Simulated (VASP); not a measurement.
# Cu (P6_3/mmc) in VASP: further runs

Runs on Cu. Level: PBEsol. Tasks: single point.

All numbers are computed with VASP 6.6.1; they aren't measurements. Logs are shortened: lines on timing, memory, paths and dates and some standing lists are left out, and cuts for length are marked.

**1. The cell of the first run**

Symmetry: P6_3/mmc, No. 194, hexagonal system. The conventional cell has a = 2.521 Å, b = 2.521 Å, c = 4.117 Å, α = 90.00°, β = 90.00°, γ = 120.00°. Cu (site symmetry -6m2) has 12 Cu at 2.52 Å within 3.3 Å.

This isn't the form of Cu at room conditions, which is fcc.

**2. Single point, PBEsol**

INCAR reads:

```
SYSTEM = Cu
  ALGO = Fast
  EDIFF = 1E-6
  ENCUT = 520
  GGA = PS
  ISIF = 2
  ISMEAR = 0
  ISYM = 0
  LASPH = .True.
  LCHARG = .False.
  LREAL = .False.
  LWAVE = .False.
  NBANDS = 18
  NELM = 60
  PREC = Accurate
  SIGMA = 0.1
```

KPOINTS reads:

```
k-points
0
Gamma
  14 8 18
  0 0 0
```

POSCAR reads:

```
Cu
1.0
    2.5205910259      0.0000000000      0.0000000000
   -1.2602955130      4.6594847538      0.0000000000
    1.2602955130      1.0226526304      1.9285268827
Cu
2
Direct
    0.0833333333      0.7500000000      0.5833333333
    0.9166666667      0.2500000000      0.4166666667
```

Potentials or basis: VASP PAW PBE potentials, release 64 (Cu).

Started as:

```bash
$ cat potpaw_PBE.64/Cu/POTCAR > POTCAR
$ mpirun -np 1 vasp_std > vasp.out
```

OUTCAR:

```text
SYSTEM = Cu
   EDIFF = 1E-6
   ENCUT = 520
   GGA = PS
   ISIF = 2
   ISMEAR = 0
   ISYM = 0
   LASPH = .True.
   LREAL = .False.
   NELM = 60
   PREC = Accurate

 ion  position               nearest neighbor table
   1  0.083  0.750  0.583-   2 2.52   2 2.52   2 2.52   2 2.52   2 2.52   2 2.52
   2  0.917  0.250  0.417-   1 2.52   1 2.52   1 2.52   1 2.52   1 2.52   1 2.52

IMPORTANT INFORMATION: All symmetrisations will be switched off!
NOSYMM: (Re-)initialisation of all symmetry stuff for point group C_1.

----------------------------------------------------------------------------------------

                                     Primitive cell

  volume of cell :      22.6499

  direct lattice vectors                    reciprocal lattice vectors
     2.520591026  0.000000000  0.000000000     0.396732350  0.107308002 -0.316168168
    -1.260295513  4.659484754  0.000000000     0.000000000  0.214616004 -0.113805840
     1.260295513  1.022652630  1.928526883     0.000000000  0.000000000  0.518530495

  length of vectors
     2.520591026  4.826918577  2.520591026     0.518530495  0.242923442  0.518530495

  position of ions in fractional coordinates (direct lattice)
     0.083333333  0.750000000  0.583333333
     0.916666667  0.250000000  0.416666667

  ion indices of the primitive-cell ions
   primitive index   ion index
                 1           1
                 2           2

----------------------------------------------------------------------------------------

 KPOINTS: k-points

Automatic generation of k-mesh.
 Grid dimensions read from file:
 generate k-points for:   14    8   18

 Generating k-lattice:

  Cartesian coordinates                     Fractional coordinates (reciprocal lattice)
     0.028338025  0.007664857 -0.022583441     0.071428571  0.000000000  0.000000000
     0.000000000  0.026827001 -0.014225730     0.000000000  0.125000000  0.000000000
     0.000000000  0.000000000  0.028807250     0.000000000  0.000000000  0.055555556

  Length of vectors
     0.037037893  0.030365430  0.028807250

  Shift w.r.t. Gamma in fractional coordinates (k-lattice)
     0.000000000  0.000000000  0.000000000

 -----------------------------------------------------------------------------
|                                                                             |
|           W    W    AA    RRRRR   N    N  II  N    N   GGGG   !!!           |
|           W    W   A  A   R    R  NN   N  II  NN   N  G    G  !!!           |
|           W    W  A    A  R    R  N N  N  II  N N  N  G       !!!           |
|           W WW W  AAAAAA  RRRRR   N  N N  II  N  N N  G  GGG   !            |
|           WW  WW  A    A  R   R   N   NN  II  N   NN  G    G                |
|           W    W  A    A  R    R  N    N  II  N    N   GGGG   !!!           |
|                                                                             |
|     Your reciprocal lattice and k-lattice belong to different lattice       |
|     classes:                                                                |
|                                                                             |
|        The reciprocal lattice is hexagonal,                                 |
|        whereas your k-lattice is triclinic.                                 |
|                                                                             |
|     Results are often still useful ...                                      |
|                                                                             |
 -----------------------------------------------------------------------------

 WARNING: IBZKPT: internal override: KBLOWUP is changed to .FALSE.
      ... skipping the blow-up phase ...

 Subroutine IBZKPT returns following result:
 ===========================================

 Found   1012 irreducible k-points:

 Following reciprocal coordinates:
            Coordinates               Weight
  0.000000  0.000000  0.000000      1.000000
  0.071429  0.000000 -0.000000      2.000000
  0.142857 -0.000000 -0.000000      2.000000
  0.214286 -0.000000 -0.000000      2.000000
  0.285714 -0.000000 -0.000000      2.000000
  0.357143 -0.000000 -0.000000      2.000000
[... 16 lines left out ...]
  0.000000  0.250000 -0.000000      2.000000
  0.071429  0.250000 -0.000000      2.000000
 [... further k-points ...]
   k-points           NKPTS =   1012   k-points in BZ     NKDIM =   1012   number of bands    NBANDS=     18
   number of dos      NEDOS =    301   number of ions     NIONS =      2
   total plane-waves  NPLWV =  14400
   dimension x,y,z NGX =    20 NGY =   36 NGZ =   20
   dimension x,y,z NGXF=    40 NGYF=   72 NGZF=   40
   ions per type =               2
   NGX,Y,Z   is equivalent  to a cutoff of  13.19, 12.40, 13.19 a.u.
   NGXF,Y,Z  is equivalent  to a cutoff of  26.38, 24.80, 26.38 a.u.
 SYSTEM =  Cu
   PREC   = accura    normal or accurate (medium, high low for compatibility)
   ISTART =      0    job   : 0-new  1-cont  2-samecut
   ICHARG =      2    charge: 1-file 2-atom 10-const
   ISPIN  =      1    spin polarized calculation?
   LNONCOLLINEAR =      F non collinear calculations
   LSORBIT =      F    spin-orbit coupling
   LASPH  =      T    aspherical Exc in radial PAW
   ENCUT  =  520.0 eV  38.22 Ry    6.18 a.u.   4.69  8.97  4.69*2*pi/ulx,y,z
   NELM   =     60;   NELMIN=  2; NELMDL= -5     # of ELM steps
   EDIFF  = 0.1E-05   stopping-criterion for ELM
   LREAL  =      F    real-space projection
   EDIFFG = 0.1E-04   stopping-criterion for IOM
   NSW    =      0    number of steps for IOM
   IBRION =     -1    ionic relax: 0-MD 1-quasi-New 2-CG
   NFREE  =      0    steps in history (QN), initial steepest desc. (CG)
   ISIF   =      2    stress and relaxation
   ISYM   =      0    0-nonsym 1-usesym 2-fastsym
   POTIM  = 0.5000    time-step for ionic-motion
   TEBEG  =    0.0;   TEEND  =   0.0 temperature during run
   PSTRESS=    0.0 pullay stress
   NELECT =      22.0000    total number of electrons
   NUPDOWN=      -1.0000    fix difference up-down
   EMIN   =  10.00;   EMAX   =-10.00  energy-range for DOS
   EFERMI =   0.00;   METHOD = LEGACY
   ISMEAR =     0;   SIGMA  =   0.10  broadening in eV -4-tet -1-fermi 0-gaus
   EFERMI_NEDOS =   21; number of points for ismear=-14 and -15
   IALGO  =     68    algorithm
   IMIX   =      4    mixing-type and parameters
     AMIX     =   0.40;   BMIX     =  1.00
     AMIX_MAG =   1.60;   BMIX_MAG =  1.00
  volume/ion in A,a.u.               =      11.32        76.42
  Fermi-wavevector in a.u.,A,eV,Ry     =   1.621289  3.063792 35.763969  2.628578
  Thomas-Fermi vector in A             =   2.715089
   LORBIT       =      0    0 simple, 1 ext, 2 COOP (PROOUT), +10 PAW based schemes
   GGA     = PS    functional components
   LHFCALC =     F    Hartree Fock is set to
   AEXX    =    0.0000 exact exchange contribution
   IVDW    =     0    specifies the selected vdW correction
   LEPSILON=     F    determine dielectric tensor
   LRPA    =     F    only Hartree local field effects (RPA)
 non-spin polarized calculation
 RMM-DIIS sequential band-by-band and
 Gauss-broadening in eV      SIGMA  =   0.10
  energy-cutoff  :      520.00
  volume of cell :       22.65
 maximum number of plane-waves:       628
   NGX =  9   NGY = 17   NGZ =  9

 number of electron      22.0000005 magnetization

 Free energy of the ion-electron system (eV)
  ---------------------------------------------------
  ext. energy  EPLUGINS =         0.00000000
  ---------------------------------------------------
  free energy    TOTEN  =        -8.59790515 eV

  energy without entropy =       -8.59476666  energy(sigma->0) =       -8.59633590

 E-fermi :   7.8731     XC(G=0): -13.1543

 val. band max:        7.8730538130   @ k =  -0.0714   0.0000   0.2222
 cond. band min:       7.8846621642   @ k =   0.5000   0.3750   0.1667
 fundamental gap:      0.0116083512
 Fermi energy:         7.8730575153

 k-point     1 :       0.0000    0.0000    0.0000
  band No.  band energies     occupation
      1      -1.7843      2.00000
      2       2.5924      2.00000
      3       4.7663      2.00000
      4       4.8321      2.00000
      5       4.8332      2.00000
      6       5.0551      2.00000
[... 10 lines left out ...]
     17      31.9186      0.00000
     18      32.2747      0.00000

 k-point     2 :       0.0714    0.0000   -0.0000
  band No.  band energies     occupation
      1      -1.5664      2.00000
      2       2.6677      2.00000
      3       4.6636      2.00000
      4       4.8841      2.00000
      5       4.8923      2.00000
      6       5.0034      2.00000
[... 10 lines left out ...]
     17      31.7323      0.00000
     18      32.6675      0.00000

 k-point     3 :       0.1429   -0.0000   -0.0000
  band No.  band energies     occupation
      1      -0.9269      2.00000
      2       2.8774      2.00000
      3       4.5137      2.00000
      4       4.5888      2.00000
      5       4.8481      2.00000
      6       5.0040      2.00000
[... 10 lines left out ...]
     17      29.8458      0.00000
     18      30.7159      0.00000

 k-point     4 :       0.2143   -0.0000   -0.0000
  band No.  band energies     occupation
      1       0.0800      2.00000
      2       3.1364      2.00000
      3       4.0388      2.00000
      4       4.4000      2.00000
      5       4.6757      2.00000
      6       5.0432      2.00000
[... 10 lines left out ...]
     17      28.3861      0.00000
     18      29.2012      0.00000

 k-point     5 :       0.2857   -0.0000   -0.0000
  band No.  band energies     occupation
      1       1.2983      2.00000
      2       3.1860      2.00000
      3       3.8088      2.00000
      4       4.3282      2.00000
      5       4.6490      2.00000
      6       5.1029      2.00000
[... 10 lines left out ...]
     17      27.8072      0.00000
     18      28.0241      0.00000

 k-point     6 :       0.3571   -0.0000   -0.0000
  band No.  band energies     occupation
      1       2.3067      2.00000
      2       3.0362      2.00000
      3       3.8160      2.00000
      4       4.1463      2.00000
      5       5.0380      2.00000
      6       5.1701      2.00000
[... 10 lines left out ...]
     17      26.8233      0.00000
     18      27.0478      0.00000

 k-point     7 :       0.4286   -0.0000   -0.0000
  band No.  band energies     occupation
      1       2.7115      2.00000
      2       2.9208      2.00000
      3       3.8661      2.00000
      4       3.9998      2.00000
      5       5.2905      2.00000
      6       5.5555      2.00000
[... 10 lines left out ...]
     17      25.4964      0.00000
     18      26.1336      0.00000

 k-point     8 :       0.5000   -0.0000   -0.0000
  band No.  band energies     occupation
      1       2.8320      2.00000
      2       2.8325      2.00000
      3       3.9129      2.00000
      4       3.9143      2.00000
      5       5.4504      2.00000
      6       5.4507      2.00000
[... 10 lines left out ...]
     17      25.8914      0.00000
     18      25.8914      0.00000
[... 229 lines left out ...]
     17      27.2005      0.00000
     18      28.9577      0.00000

 k-point    20 :      -0.2143    0.1250    0.0000
  band No.  band energies     occupation
      1      -0.2406      2.00000
      2       3.2631      2.00000
      3       4.2175      2.00000
      4       4.3538      2.00000
      5       4.7871      2.00000
      6       5.0845      2.00000
[... 10 lines left out ...]
     17      28.1478      0.00000
     18      30.6653      0.00000

 k-point    21 :      -0.1429    0.1250    0.0000
  band No.  band energies     occupation
      1      -1.1092      2.00000
      2       2.9576      2.00000
      3       4.4998      2.00000
      4       4.7961      2.00000
      5       4.9114      2.00000
      6       5.0774      2.00000
[... 10 lines left out ...]
     17      31.0740      0.00000
     18      32.8860      0.00000

 k-point    22 :      -0.0714    0.1250    0.0000
  band No.  band energies     occupation
      1      -1.5873      2.00000
      2       2.6787      2.00000
      3       4.6642      2.00000
      4       4.8892      2.00000
      5       4.9029      2.00000
      6       5.0124      2.00000
[... 10 lines left out ...]
     17      32.0559      0.00000
     18      32.7376      0.00000

 k-point    23 :       0.0000    0.2500   -0.0000
  band No.  band energies     occupation
      1      -1.2040      2.00000
      2       2.1412      2.00000
      3       4.6577      2.00000
      4       4.7636      2.00000
      5       4.7642      2.00000
      6       4.9513      2.00000
[... 10 lines left out ...]
     17      30.8475      0.00000
     18      31.5142      0.00000

 k-point    24 :       0.0714    0.2500   -0.0000
  band No.  band energies     occupation
      1      -0.6725      2.00000
      2       1.8810      2.00000
      3       4.5682      2.00000
      4       4.5986      2.00000
      5       4.7055      2.00000
      6       4.8056      2.00000
[... 10 lines left out ...]
     17      29.6445      0.00000
     18      30.8904      0.00000

 [... further k-points ...]

------------------------ aborting loop because EDIFF is reached ----------------------------------------

  FORCE on cell =-STRESS in cart. coord.  units (eV):
  Direction    XX          YY          ZZ          XY          YZ          ZX
  --------------------------------------------------------------------------------------
  -------------------------------------------------------------------------------------
  Total        0.0702672      0.0145681      0.0299495      0.0248936     -0.0659653      0.0436230
  in kB        4.9704656      1.0305002      2.1185251      1.7608927     -4.6661639      3.0857482
  external PRESSURE =       2.7064970 kB  Pullay stress =       0.0000000 kB

 VOLUME and BASIS-vectors are now :
 -----------------------------------------------------------------------------
  energy-cutoff  :      520.00
  volume of cell :       22.65
      direct lattice vectors                 reciprocal lattice vectors
     2.520591026  0.000000000  0.000000000     0.396732350  0.107308002 -0.316168168
    -1.260295513  4.659484754  0.000000000     0.000000000  0.214616004 -0.113805840
     1.260295513  1.022652630  1.928526883     0.000000000  0.000000000  0.518530495

 POSITION                                       TOTAL-FORCE (eV/Angst)
 -----------------------------------------------------------------------------------
     -0.00000      4.09116      1.12497        -0.002884     -0.007003     -0.008337
      2.52059      1.59098      0.80355         0.002884      0.007003      0.008337
 -----------------------------------------------------------------------------------
    total drift:                                0.000009      0.000009      0.000002

  FREE ENERGIE OF THE ION-ELECTRON SYSTEM (eV)
  ---------------------------------------------------
  free  energy   TOTEN  =        -8.5979051494 eV

  energy  without entropy=       -8.5947666602  energy(sigma->0) =       -8.59633590
```

Run time: 6.3 min. Hardware: 1 thread of Intel Xeon Platinum 8259CL at 2.50GHz (Skylake/Cascade Lake), shared host; peak memory 0.43 GiB.

What came out:

```
Free energy            : -8.5979 eV
Pressure               : 0.3 GPa
Largest force          : 0.011 eV/Å
Band gap on the k mesh : zero (bands 11 and 12 overlap by 5.76 eV)
```

Forces in eV/Å, atoms in the order of the input:
```
Cu  -0.003 -0.007 -0.008
Cu   0.003  0.007  0.008
```

Caveat: the PAW data sets were made with another functional, which shifts forces and pressure a little.

**3. Single point, PBEsol (biaxial strain in the a-b plane: -4.0 %, then relaxed in part)**

INCAR reads:

```
SYSTEM = Cu
PREC     = Accurate       ! precision mode
ENCUT    = 820            ! plane-wave cutoff, eV
EDIFF    = 1E-6           ! SCF threshold, eV
ISMEAR   = 0              ! smearing method
SIGMA    = 0.1            ! smearing width, eV
LREAL    = .FALSE.        ! projectors in reciprocal space
LASPH    = .TRUE.         ! aspherical terms in the spheres
NELM     = 120            ! most SCF steps
ALGO     = Normal         ! electronic algorithm
ISIF     = 2              ! what is computed and relaxed
LWAVE    = .FALSE.        ! write WAVECAR
LCHARG   = .FALSE.        ! write CHGCAR
GGA      = PS             ! functional
NBANDS   = 26             ! bands
GGA_COMPAT= .FALSE.
```

KPOINTS reads:

```
regular mesh
0
G
  24 24 12
  0 0 0
```

POSCAR reads:

```
Cu
1.0
    2.4197673842      0.0000000000      0.0000000000
   -1.2098836921      2.0955800260      0.0000000000
    0.0000000000      0.0000000000      4.2369396809
Cu
2
Direct
    0.3333333333      0.6666666667      0.2500000000
    0.6666666667      0.3333333333      0.7500000000
```

Potentials or basis: VASP PAW PBE potentials, release 64 (Cu_sv_GW).

Started as:

```bash
$ cat potpaw_PBE.64/Cu_sv_GW/POTCAR > POTCAR
$ mpirun -np 1 vasp_std > vasp.out
```

It took 4.1 min on 1 thread of Intel Xeon Platinum 8488C (Sapphire Rapids), shared host; peak memory 0.53 GiB.

It converged, with:

| Quantity | Value |
| --- | --- |
| Free energy | -8.6753 eV |
| Pressure | 9.4 GPa |
| Band gap on the k mesh | zero (bands 19 and 20 overlap by 6.67 eV) |

Stress tensor (GPa, compression positive):
```
14.94  0.00  0.00
 0.00 14.94  0.00
 0.00  0.00 -1.69
```

Levels at points of the mesh, in eV from the Fermi level:
| k point | band 16 | band 17 | band 18 | band 19 | band 20 | band 21 | band 22 | band 23 |
| --- | --- | --- | --- | --- | --- | --- | --- | --- |
| (0.00, 0.00, 0.00) | -2.48 | -2.48 | -2.04 | -1.81 | -1.81 | 3.24 | 22.39 | 23.08 |
| (0.50, 0.00, 0.00) | -1.74 | -1.57 | -1.50 | 0.10 | 1.95 | 7.84 | 8.12 | 10.90 |
| (0.00, 0.00, 0.50) | -3.28 | -2.05 | -2.05 | -2.05 | -2.05 | 11.37 | 11.37 | 23.76 |
| (0.50, 0.00, 0.50) | -2.04 | -1.53 | -1.53 | 0.39 | 0.39 | 5.54 | 5.54 | 17.08 |

Caveat: the cell differs from its parent crystal (biaxial strain in the a-b plane: -4.0 %, then relaxed in part); the stress differs along the axes, from -2 to 15 GPa; the PAW data sets were made with another functional, which shifts forces and pressure a little.
